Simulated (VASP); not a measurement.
# Rh6N in VASP: single point with PBE

Aim: the single point of Rh6N with PBE.

All numbers are computed with VASP 6.6.1; they aren't measurements. Logs are shortened: lines on timing, memory, paths and dates and some standing lists are left out, and cuts for length are marked.

### 1 The cell of the first run

The cell holds a slab with vacuum, 14 atoms: a = 5.378 Å, b = 5.378 Å, c = 23.491 Å, α = 90.00°, β = 90.00°, γ = 120.00°.

### 2 Single point, PBE

INCAR reads:

```
SYSTEM = Rh6N
ALGO = Normal ; DIPOL = 0.5 0.5 0.467
EDIFF = 1E-6 ; ENCUT = 520
GGA = PE ; IDIPOL = 3
ISIF = 2 ; ISMEAR = -1
LASPH = .TRUE. ; LCHARG = .FALSE.
LDIPOL = .TRUE. ; LREAL = .FALSE.
LWAVE = .FALSE. ; NBANDS = 108
NELM = 100 ; PREC = Accurate
SIGMA = 0.05
```

KPOINTS reads:

```
k-points
0
G
  6 6 1
  0 0 0
```

POSCAR reads:

```
Rh6N
1.0
    5.3783955991      0.0000000000      0.0000000000
   -2.6891977995      4.6578272204      0.0000000000
    0.0000000000      0.0000000000     23.4914416175
Rh N
12 2
Direct
    0.3333333333      0.1666666667      0.3405495555
    0.3333333333      0.6666666667      0.3405495555
    0.8333333333      0.1666666667      0.3405495555
    0.8333333333      0.6666666667      0.3405495555
    0.6666666667      0.3333333333      0.4340185236
    0.6666666667      0.8333333333      0.4340185236
    0.1666666667      0.3333333333      0.4340185236
    0.1666666667      0.8333333333      0.4340185236
    0.0000000000      0.5000000000      0.5274874918
    0.0000000000      0.0000000000      0.5274874918
    0.5000000000      0.5000000000      0.5274874918
    0.5000000000      0.0000000000      0.5274874918
    0.8333333333      0.1666666667      0.6390174712
    0.8333333333      0.1666666667      0.6858430351
```

Potentials or basis: VASP PAW PBE potentials, release 64 (Rh_pv, N).

Run with:

```bash
> cat potpaw_PBE.64/Rh_pv/POTCAR potpaw_PBE.64/N/POTCAR > POTCAR
> mpirun -np 1 vasp_std > vasp.out
```

OUTCAR:

```text
SYSTEM = Rh6N
   EDIFF = 1E-6
   ENCUT = 520
   GGA = PE
   ISIF = 2
   ISMEAR = -1
   LASPH = .TRUE.
   LREAL = .FALSE.
   NELM = 100
   PREC = Accurate

 ion  position               nearest neighbor table
   1  0.333  0.167  0.341-   7 2.69   8 2.69   5 2.69   2 2.69   2 2.69   3 2.69   3 2.69   4 2.69
                             4 2.69
   2  0.333  0.667  0.341-   8 2.69   7 2.69   6 2.69   1 2.69   1 2.69   4 2.69   4 2.69   3 2.69
                             3 2.69
   3  0.833  0.167  0.341-   5 2.69   6 2.69   7 2.69   4 2.69   4 2.69   1 2.69   1 2.69   2 2.69
                             2 2.69
   4  0.833  0.667  0.341-   6 2.69   5 2.69   8 2.69   3 2.69   3 2.69   2 2.69   2 2.69   1 2.69
                             1 2.69
   5  0.667  0.333  0.434-   3 2.69   4 2.69   1 2.69   6 2.69   6 2.69   7 2.69   7 2.69   8 2.69
                             8 2.69  12 2.69   9 2.69  11 2.69
   6  0.667  0.833  0.434-   4 2.69   3 2.69   2 2.69   5 2.69   5 2.69   8 2.69   8 2.69   7 2.69
                             7 2.69  11 2.69  10 2.69  12 2.69
   7  0.167  0.333  0.434-   1 2.69   2 2.69   3 2.69   8 2.69   8 2.69   5 2.69   5 2.69   6 2.69
                             6 2.69  10 2.69  11 2.69   9 2.69
   8  0.167  0.833  0.434-   2 2.69   1 2.69   4 2.69   7 2.69   7 2.69   6 2.69   6 2.69   5 2.69
                             5 2.69   9 2.69  12 2.69  10 2.69
   9  0.000  0.500  0.527-  10 2.69  10 2.69  11 2.69  11 2.69  12 2.69  12 2.69   8 2.69   5 2.69
                             7 2.69
  10  0.000  0.000  0.527-   9 2.69   9 2.69  12 2.69  12 2.69  11 2.69  11 2.69   7 2.69   6 2.69
                             8 2.69
  11  0.500  0.500  0.527-  12 2.69  12 2.69   9 2.69   9 2.69  10 2.69  10 2.69   6 2.69   7 2.69
                             5 2.69
  12  0.500  0.000  0.527-  11 2.69  11 2.69  10 2.69  10 2.69   9 2.69   9 2.69   5 2.69   8 2.69
                             6 2.69
  13  0.833  0.167  0.639-  14 1.10
  14  0.833  0.167  0.686-  13 1.10

  LATTYP: Found a hexagonal cell.
 ALAT       =     5.3783955991
 C/A-ratio  =     4.3677414918

  Lattice vectors:

 A1 = (   5.3783955991,   0.0000000000,   0.0000000000)
 A2 = (  -2.6891977995,   4.6578272204,   0.0000000000)
 A3 = (   0.0000000000,   0.0000000000,  23.4914416175)

Analysis of symmetry for initial positions (statically):
=====================================================================
 Subroutine PRICEL returns:
 Original cell was already a primitive cell.

 Routine SETGRP: Setting up the symmetry group for a
 hexagonal supercell.

 Subroutine GETGRP returns: Found  6 space group operations
 (whereof  2 operations were pure point group operations)
 out of a pool of 24 trial point group operations.

The static configuration has the point symmetry C_1h.
 The point group associated with its full space group is C_3v.

Analysis of symmetry for dynamics (positions and initial velocities):
=====================================================================
 Subroutine PRICEL returns:
 Original cell was already a primitive cell.

 Routine SETGRP: Setting up the symmetry group for a
 hexagonal supercell.

 Subroutine GETGRP returns: Found  6 space group operations
 (whereof  2 operations were pure point group operations)
 out of a pool of 24 trial point group operations.

The dynamic configuration has the point symmetry C_1h.
 The point group associated with its full space group is C_3v.

 Subroutine INISYM returns: Found  6 space group operations
 (whereof  2 operations are pure point group operations),
 and found     1 'primitive' translations

----------------------------------------------------------------------------------------

                                     Primitive cell

  volume of cell :     588.4991

  direct lattice vectors                    reciprocal lattice vectors
     5.378395599  0.000000000  0.000000000     0.185929053  0.107346189  0.000000000
    -2.689197800  4.657827220  0.000000000     0.000000000  0.214692378  0.000000000
     0.000000000  0.000000000 23.491441618     0.000000000  0.000000000  0.042568694

  length of vectors
     5.378395599  5.378395599 23.491441618     0.214692378  0.214692378  0.042568694

  position of ions in fractional coordinates (direct lattice)
     0.333333333  0.166666667  0.340549555
     0.333333333  0.666666667  0.340549555
     0.833333333  0.166666667  0.340549555
[... 49 lines left out ...]

 Subroutine IBZKPT returns following result:
 ===========================================

 Found      7 irreducible k-points:

 Following reciprocal coordinates:
            Coordinates               Weight
  0.000000  0.000000  0.000000      1.000000
  0.166667 -0.000000  0.000000      6.000000
  0.333333  0.000000  0.000000      6.000000
  0.500000 -0.000000  0.000000      3.000000
  0.166667  0.166667  0.000000      6.000000
  0.333333  0.166667  0.000000     12.000000
  0.333333  0.333333  0.000000      2.000000
   k-points           NKPTS =      7   k-points in BZ     NKDIM =      7   number of bands    NBANDS=    108
   number of dos      NEDOS =    301   number of ions     NIONS =     14
   total plane-waves  NPLWV = 288000
   dimension x,y,z NGX =    40 NGY =   40 NGZ =  180
   dimension x,y,z NGXF=    80 NGYF=   80 NGZF=  360
   ions per type =              12   2
   NGX,Y,Z   is equivalent  to a cutoff of  12.36, 12.36, 12.74 a.u.
   NGXF,Y,Z  is equivalent  to a cutoff of  24.73, 24.73, 25.48 a.u.
 SYSTEM =  Rh6N
   PREC   = accura    normal or accurate (medium, high low for compatibility)
   ISTART =      0    job   : 0-new  1-cont  2-samecut
   ICHARG =      2    charge: 1-file 2-atom 10-const
   ISPIN  =      1    spin polarized calculation?
   LNONCOLLINEAR =      F non collinear calculations
   LSORBIT =      F    spin-orbit coupling
   LASPH  =      T    aspherical Exc in radial PAW
   ENCUT  =  520.0 eV  38.22 Ry    6.18 a.u.  10.00 10.00 43.68*2*pi/ulx,y,z
   NELM   =    100;   NELMIN=  2; NELMDL= -5     # of ELM steps
   EDIFF  = 0.1E-05   stopping-criterion for ELM
   LREAL  =      F    real-space projection
   EDIFFG = 0.1E-04   stopping-criterion for IOM
   NSW    =      0    number of steps for IOM
   IBRION =     -1    ionic relax: 0-MD 1-quasi-New 2-CG
   NFREE  =      0    steps in history (QN), initial steepest desc. (CG)
   ISIF   =      2    stress and relaxation
   ISYM   =      2    0-nonsym 1-usesym 2-fastsym
   POTIM  = 0.5000    time-step for ionic-motion
   TEBEG  =    0.0;   TEEND  =   0.0 temperature during run
   PSTRESS=    0.0 pullay stress
   NELECT =     190.0000    total number of electrons
   NUPDOWN=      -1.0000    fix difference up-down
   EMIN   =  10.00;   EMAX   =-10.00  energy-range for DOS
   EFERMI =   0.00;   METHOD = LEGACY
   ISMEAR =    -1;   SIGMA  =   0.05  broadening in eV -4-tet -1-fermi 0-gaus
   EFERMI_NEDOS =   21; number of points for ismear=-14 and -15
   IALGO  =     38    algorithm
   IMIX   =      4    mixing-type and parameters
     AMIX     =   0.40;   BMIX     =  1.00
     AMIX_MAG =   1.60;   BMIX_MAG =  1.00
  volume/ion in A,a.u.               =      42.04       283.67
  Fermi-wavevector in a.u.,A,eV,Ry     =   1.123080  2.122314 17.161153  1.261309
  Thomas-Fermi vector in A             =   2.259744
   LORBIT       =      0    0 simple, 1 ext, 2 COOP (PROOUT), +10 PAW based schemes
   GGA     = PE    functional components
   LHFCALC =     F    Hartree Fock is set to
   AEXX    =    0.0000 exact exchange contribution
   IVDW    =     0    specifies the selected vdW correction
   LEPSILON=     F    determine dielectric tensor
   LRPA    =     F    only Hartree local field effects (RPA)
 non-spin polarized calculation
  energy-cutoff  :      520.00
  volume of cell :      588.50
 maximum number of plane-waves:     15876
   NGX = 21   NGY = 21   NGZ = 87

 dipolmoment           0.000000      0.000000      0.000049 electrons x Angstroem

 number of electron     189.9999998 magnetization

 dipolmoment           0.000000      0.000000     -0.043264 electrons x Angstroem

 Free energy of the ion-electron system (eV)
  ---------------------------------------------------
  ext. energy  EPLUGINS =         0.00000000
  ---------------------------------------------------
  free energy    TOTEN  =       -97.26119590 eV

  energy without entropy =      -97.06825011  energy(sigma->0) =      -97.16472300

 E-fermi :   0.0891     XC(G=0):  -5.2328

 val. band max:        0.0676583386   @ k =   0.3333   0.0000   0.0000
 cond. band min:       0.1072138528   @ k =   0.3333   0.1667   0.0000
 fundamental gap:      0.0395555142
 Fermi energy:         0.0890656323

 k-point     1 :       0.0000    0.0000    0.0000
  band No.  band energies     occupation
      1     -47.0026      2.00000
      2     -47.0026      2.00000
      3     -46.9895      2.00000
      4     -46.8555      2.00000
      5     -46.7799      2.00000
      6     -46.7509      2.00000
[... 759 lines left out ...]
    106       0.7303      0.00001
    107       0.9291      0.00000
 [bands above 107 left out]

------------------------ aborting loop because EDIFF is reached ----------------------------------------

 vacuum level on the upper side and lower side of the slab       (xc-potential included)        -0.288         0.016

  FORCE on cell =-STRESS in cart. coord.  units (eV):
  Direction    XX          YY          ZZ          XY          YZ          ZX
  --------------------------------------------------------------------------------------
  -------------------------------------------------------------------------------------
  Total       -4.5073662     -4.5073662     -1.2656402     -0.0000000      0.0000000     -0.0000000
  in kB      -12.2712170    -12.2712170     -3.4456809     -0.0000000      0.0000000     -0.0000000
  external PRESSURE =      -9.3293716 kB  Pullay stress =       0.0000000 kB

 VOLUME and BASIS-vectors are now :
 -----------------------------------------------------------------------------
  energy-cutoff  :      520.00
  volume of cell :      588.50
      direct lattice vectors                 reciprocal lattice vectors
     5.378395599  0.000000000  0.000000000     0.185929053  0.107346189  0.000000000
    -2.689197800  4.657827220  0.000000000     0.000000000  0.214692378  0.000000000
     0.000000000  0.000000000 23.491441618     0.000000000  0.000000000  0.042568694

 POSITION                                       TOTAL-FORCE (eV/Angst)
 -----------------------------------------------------------------------------------
      1.34460      0.77630      8.00000        -0.000000     -0.058284      0.281130
     -0.00000      3.10522      8.00000        -0.050475      0.029142      0.281130
      4.03380      0.77630      8.00000         0.000000     -0.000000      0.309259
      2.68920      3.10522      8.00000         0.050475      0.029142      0.281130
      2.68920      1.55261     10.19572        -0.029011      0.016750     -0.055535
      1.34460      3.88152     10.19572        -0.000000     -0.033499     -0.055535
      0.00000      1.55261     10.19572         0.029011      0.016750     -0.055535
     -1.34460      3.88152     10.19572         0.000000     -0.000000      0.082360
     -1.34460      2.32891     12.39144         0.000000      0.052453     -0.349731
      0.00000      0.00000     12.39144         0.045426     -0.026227     -0.349731
      1.34460      2.32891     12.39144         0.000000     -0.000000     -0.384526
      2.68920      0.00000     12.39144        -0.045426     -0.026227     -0.349731
      4.03380      0.77630     15.01144         0.000000     -0.000000     -2.212080
      4.03380      0.77630     16.11144         0.000000     -0.000000      2.577394
 -----------------------------------------------------------------------------------
    total drift:                               -0.000004      0.000001     -0.001167

  FREE ENERGIE OF THE ION-ELECTRON SYSTEM (eV)
  ---------------------------------------------------
  free  energy   TOTEN  =       -97.2611959031 eV

  energy  without entropy=      -97.0682501051  energy(sigma->0) =      -97.16472300

 vacuum level on the upper side and lower side of the slab         4.784         5.098
```

Run time: 29 min. Hardware: 1 thread of Oxide Virtual Turin-like, shared host; peak memory 0.72 GiB.

What came out:

- Free energy: -97.2612 eV
- Largest force: 2.577 eV/Å
- Band gap on the k mesh: zero (bands 95 and 96 overlap by 0.72 eV)

Forces in eV/Å, atoms in the order of the input:
```
Rh   0.000 -0.058  0.281
Rh  -0.050  0.029  0.281
Rh   0.000  0.000  0.309
Rh   0.050  0.029  0.281
Rh  -0.029  0.017 -0.056
Rh   0.000 -0.033 -0.056
Rh   0.029  0.017 -0.056
Rh   0.000  0.000  0.082
Rh   0.000  0.052 -0.350
Rh   0.045 -0.026 -0.350
Rh   0.000  0.000 -0.385
Rh  -0.045 -0.026 -0.350
N    0.000  0.000 -2.212
N    0.000  0.000  2.577
```

Caveat: the standard files for N, O and F lose accuracy on very short bonds.
